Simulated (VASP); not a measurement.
Crystal: GaAs.

```
CELL_PARAMETERS angstrom
0.00000 2.83309 2.83309
2.83309 0.00000 2.83309
2.83309 2.83309 0.00000
ATOMIC_POSITIONS crystal
Ga 0.00000 0.00000 0.00000
As 0.25000 0.25000 0.25000
```

Base run:

| Property | Result |
| --- | --- |
| Program | VASP 6.6.1 |
| Functional | r2SCAN |
| Potentials or basis | VASP PAW PBE potentials, release 64 (Ga_d, As) |
| Cutoff | 520 eV |
| k mesh | 8 × 8 × 8 |
| Occupations | gaussian, width 0.01 eV |
| Spin | no spin polarisation |

Its results: band gap on the k mesh 0.94 eV, direct; pressure 0.1 GPa.

Question: The run is repeated on the same cell with these changes: functional from r2SCAN to PBE. What comes out?

Answer: Band gap on the k mesh 0.47 eV, direct; pressure 2.9 GPa.

r2SCAN gives the wider gap, since meta-GGAs in the generalised Kohn-Sham scheme recover part of the derivative discontinuity.

Caveats: the PAW data sets were made with another functional, which shifts forces and pressure a little (some runs).

A k mesh can miss the band edges.
